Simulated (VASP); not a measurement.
# YS in VASP: further runs, part 2 of 2

VASP 6.6.1.

### Step 4. Electric field gradients, LDA (zz strain of -1 %)

The input, INCAR:

```
ALGO = Normal
EDIFF = 1E-8
ENCUT = 520
ISIF = 2
ISMEAR = -1
LASPH = True
LCHARG = False
LEFG = True
LREAL = False
LWAVE = False
NBANDS = 16
NELM = 100
PREC = Accurate
SIGMA = 0.01
```

The input, KPOINTS:

```
k-points
0
Gamma
  8 8 8
```

The input, POSCAR:

```
YS
1.0
    0.0000000000      2.7436500000      2.7162135000
    2.7436500000      0.0000000000      2.7162135000
    2.7436500000      2.7436500000      0.0000000000
Y S
1 1
Direct
    0.5000000000      0.5000000000      0.5000000000
    0.0000000000      0.0000000000      0.0000000000
```

Potentials or basis: VASP PAW LDA potentials, release 64 (Y_sv, S).

Run with:

```
$ cat potpaw_LDA.64/Y_sv/POTCAR potpaw_LDA.64/S/POTCAR > POTCAR
$ mpirun -np 1 vasp_std > vasp.out
```

OUTCAR:

```text
EDIFF = 1E-8
   ENCUT = 520
   ISIF = 2
   ISMEAR = -1
   LASPH = True
   LREAL = False
   NELM = 100
   PREC = Accurate

 ion  position               nearest neighbor table
   1  0.500  0.500  0.500-   2 2.72   2 2.72   2 2.74   2 2.74   2 2.74   2 2.74
   2  0.000  0.000  0.000-   1 2.72   1 2.72   1 2.74   1 2.74   1 2.74   1 2.74

  LATTYP: Found a body centered tetragonal cell.
 ALAT       =     3.8801070404
 C/A-ratio  =     1.4000714267

  Lattice vectors:

 A1 = (   0.0000000000,  -2.7436500000,  -2.7162135000)
 A2 = (   0.0000000000,   2.7436500000,  -2.7162135000)
 A3 = (   2.7436500000,   0.0000000000,   2.7162135000)

Analysis of symmetry for initial positions (statically):
[... 667 lines left out ...]

  energy  without entropy=      -16.0221463406  energy(sigma->0) =      -16.02246552

 Electric field gradients (V/A^2)
---------------------------------------------------------------------
 ion       V_xx      V_yy      V_zz      V_xy      V_xz      V_yz
---------------------------------------------------------------------
   1       5.434     5.434   -10.868    -0.000    -0.000    -0.000
   2       2.336     2.336    -4.672    -0.000    -0.000    -0.000
---------------------------------------------------------------------

 Electric field gradients after diagonalization (V/A^2)
 (convention: |V_zz| > |V_xx| > |V_yy|)
----------------------------------------------------------------------
 ion       V_xx      V_yy      V_zz     asymmetry (V_yy - V_xx)/ V_zz
----------------------------------------------------------------------
   1       5.434     5.434   -10.868       0.000
   2       2.336     2.336    -4.672       0.000
----------------------------------------------------------------------

           NMR quadrupolar parameters

 Cq : quadrupolar parameter    Cq=e*Q*V_zz/h
 eta: asymmetry parameters     (V_yy - V_xx)/ V_zz
 Q  : nuclear electric quadrupole moment in mb (millibarn)
----------------------------------------------------------------------
 ion       Cq(MHz)       eta       Q (mb)
----------------------------------------------------------------------
   1      -0.026       0.000       1.000
   2      -0.011       0.000       1.000
----------------------------------------------------------------------
```

OSZICAR:

```text
N       E                     dE             d eps       ncg     rms          rms(c)
DAV:   1     0.568945639552E+02    0.56895E+02   -0.77722E+03  1888   0.957E+02
DAV:   2    -0.130456205230E+02   -0.69940E+02   -0.65988E+02  2504   0.213E+02
DAV:   3    -0.167389940067E+02   -0.36934E+01   -0.36697E+01  2952   0.364E+01
DAV:   4    -0.168279740377E+02   -0.88980E-01   -0.88955E-01  2296   0.526E+00
DAV:   5    -0.168300753429E+02   -0.21013E-02   -0.21012E-02  2648   0.654E-01    0.275E+01
DAV:   6    -0.160939958610E+02    0.73608E+00   -0.99942E-01  2264   0.635E+00    0.202E+01
DAV:   7    -0.160352688950E+02    0.58727E-01   -0.38912E-01  2800   0.389E+00    0.631E+00
DAV:   8    -0.160236079867E+02    0.11661E-01   -0.81020E-02  2248   0.176E+00    0.526E-01
DAV:   9    -0.160228909802E+02    0.71701E-03   -0.59103E-03  2192   0.504E-01    0.219E-01
DAV:  10    -0.160227970631E+02    0.93917E-04   -0.29685E-04  2440   0.143E-01    0.148E-01
DAV:  11    -0.160227906778E+02    0.63852E-05   -0.16918E-04  2368   0.875E-02    0.108E-01
DAV:  12    -0.160227847919E+02    0.58859E-05   -0.29991E-05  2304   0.406E-02    0.320E-02
DAV:  13    -0.160227849410E+02   -0.14908E-06   -0.16748E-06  2344   0.951E-03    0.132E-02
DAV:  14    -0.160227847038E+02    0.23719E-06   -0.72821E-07  2416   0.614E-03    0.536E-03
DAV:  15    -0.160227847020E+02    0.18238E-08   -0.54578E-08  2240   0.174E-03
   1 F= -.16022785E+02 E0= -.16022466E+02  d E =-.638361E-03
```

stdout:

```text
POSCAR found type information on POSCAR Y S
 POSCAR found :  2 types and       2 ions
 scaLAPACK will be used
 LDA part: xc-table for (Slater(with rela. corr.)+CA(PZ))
 , standard interpolation
 POSCAR, INCAR and KPOINTS ok, starting setup
 FFT: planning ... GRIDC
 FFT: planning ... GRID_SOFT
 FFT: planning ... GRID
 WAVECAR not read
 entering main loop
ion   1

ion   2
```

Wall time 81 s (1 thread of Intel Xeon 8259CL, shared host); peak memory 0.19 GiB.

Results:

```
Free energy                             : -16.0228 eV
Pressure                                : -2.8 GPa
Band gap on the k mesh                  : zero (an odd number of electrons rules out a gap without spin polarisation)
Largest electric field gradient by atom : Y -10.9; S -4.7 V/Å²
```

Levels at points of the mesh, in eV from the Fermi level:
```tsv
k point	band 6	band 7	band 8	band 9	band 10	band 11	band 12	band 13
(0.00, 0.00, 0.00)	-3.34	-3.34	-3.31	-0.24	-0.24	-0.14	0.62	0.65
(0.50, 0.00, 0.00)	-7.12	-5.24	-5.24	2.10	2.73	2.79	2.83	5.96
(0.50, 0.50, 0.00)	-5.40	-4.06	-4.06	-2.38	1.94	3.21	3.85	3.85
(0.50, 0.00, 0.50)	-5.47	-4.03	-4.01	-2.37	1.90	3.24	3.82	3.90
```

Electric field gradients, principal values (V/Å²):
```csv
atom,least,middle,greatest (by size)
1 Y,5.434,5.434,-10.868
2 S,2.336,2.336,-4.672
```

Caveat: the cell differs from its parent crystal (zz strain of -1 %); without QUAD_EFG the Cq values of the log hold for a quadrupole moment of 1 mb, not for the nuclei.

### Step 5. Electric field gradients, LDA (19.83 Å³/atom)

This run uses another cell than the first one, of 19.83 Å³/atom.

The input, INCAR:

```
SYSTEM = YS
PREC = Accurate ; ENCUT = 520
EDIFF = 1E-8 ; ISMEAR = -1
SIGMA = 0.01 ; LREAL = .FALSE.
LASPH = .TRUE. ; NELM = 80
ALGO = Normal ; ISIF = 2
LWAVE = .FALSE. ; LCHARG = .FALSE.
GGA = CA ; LEFG = .TRUE.
NBANDS = 16
```

The input, KPOINTS:

```
regular mesh
0
G
  8 8 8
  0 0 0
```

The input, POSCAR:

```
YS
1.0
    0.0000000000      2.7065691031      2.7065691031
    2.7065691031      0.0000000000      2.7065691031
    2.7065691031      2.7065691031      0.0000000000
Y S
1 1
Direct
    0.5000000000      0.5000000000      0.5000000000
    0.0000000000      0.0000000000      0.0000000000
```

Potentials or basis: VASP PAW LDA potentials, release 64 (Y_sv, S).

Run with:

```
$ cat potpaw_LDA.64/Y_sv/POTCAR potpaw_LDA.64/S/POTCAR > POTCAR
$ mpirun -np 1 vasp_std > vasp.out
```

OUTCAR:

```text
SYSTEM = YS
   PREC = Accurate
   ENCUT = 520
   EDIFF = 1E-8
   ISMEAR = -1
   LREAL = .FALSE.
   LASPH = .TRUE.
   NELM = 80
   ISIF = 2
   GGA = CA

 ion  position               nearest neighbor table
   1  0.500  0.500  0.500-   2 2.71   2 2.71   2 2.71   2 2.71   2 2.71   2 2.71
   2  0.000  0.000  0.000-   1 2.71   1 2.71   1 2.71   1 2.71   1 2.71   1 2.71

  LATTYP: Found a face centered cubic cell.
 ALAT       =     5.4131382062

  Lattice vectors:

 A1 = (   0.0000000000,   2.7065691031,   2.7065691031)
[... 668 lines left out ...]
  ---------------------------------------------------
  free  energy   TOTEN  =       -16.0340427378 eV

  energy  without entropy=      -16.0333956165  energy(sigma->0) =      -16.03371918

 Electric field gradients (V/A^2)
---------------------------------------------------------------------
 ion       V_xx      V_yy      V_zz      V_xy      V_xz      V_yz
---------------------------------------------------------------------
   1       0.000    -0.000     0.000     0.000     0.000     0.000
   2      -0.000     0.000     0.000    -0.000    -0.000    -0.000
---------------------------------------------------------------------

 Electric field gradients after diagonalization (V/A^2)
 (convention: |V_zz| > |V_xx| > |V_yy|)
----------------------------------------------------------------------
 ion       V_xx      V_yy      V_zz     asymmetry (V_yy - V_xx)/ V_zz
----------------------------------------------------------------------
   1      -0.000    -0.000     0.000       0.000
   2       0.000     0.000    -0.000       0.000
----------------------------------------------------------------------

           NMR quadrupolar parameters

 Cq : quadrupolar parameter    Cq=e*Q*V_zz/h
 eta: asymmetry parameters     (V_yy - V_xx)/ V_zz
 Q  : nuclear electric quadrupole moment in mb (millibarn)
----------------------------------------------------------------------
 ion       Cq(MHz)       eta       Q (mb)
----------------------------------------------------------------------
   1       0.000       0.000       1.000
   2      -0.000       0.000       1.000
----------------------------------------------------------------------
```

Run time: 32 s. Hardware: 1 thread of Intel Xeon 8259CL, shared host; peak memory 0.16 GiB.

What came out:

```yaml
Free_energy: -16.0340 eV
Pressure: 0.4 GPa
Band_gap_on_the_k_mesh: zero (an odd number of electrons rules out a gap without spin polarisation)
Largest_electric_field_gradient_by_atom: zero within the noise of the run
```

Levels at points of the mesh, in eV from the Fermi level:
| k point | band 7 | band 8 | band 9 | band 10 | band 11 | band 12 |
| --- | --- | --- | --- | --- | --- | --- |
| (0.00, 0.00, 0.00) | -3.31 | -3.31 | -0.23 | -0.23 | -0.23 | 0.66 |
| (0.50, 0.00, 0.00) | -5.31 | -5.31 | 2.18 | 2.87 | 2.93 | 2.93 |
| (0.50, 0.50, 0.00) | -4.02 | -4.02 | -2.47 | 1.98 | 3.44 | 4.02 |

### Step 6. Summary

```tsv
cell	gap on the mesh (eV)	pressure (GPa)
a = 3.842, b = 3.842, c = 3.880 Å, angles 59.7, 59.7, 60.7°, 2 atoms	none	-1.7
a = 3.861, b = 3.861, c = 3.880 Å, angles 59.8, 59.8, 60.3°, 2 atoms	none	-2.8
a = 3.828 Å, angles 60.0°, 2 atoms	none	0.4
```

Alike in all rows: task electric field gradients; level LDA; potentials or basis VASP PAW LDA potentials, release 64 (Y_sv, S); no spin polarisation; k mesh 8 × 8 × 8; cutoff (eV) 520; smearing fermi-dirac 0.01 eV.

Absolute energies hang on the potentials; compare differences alone.
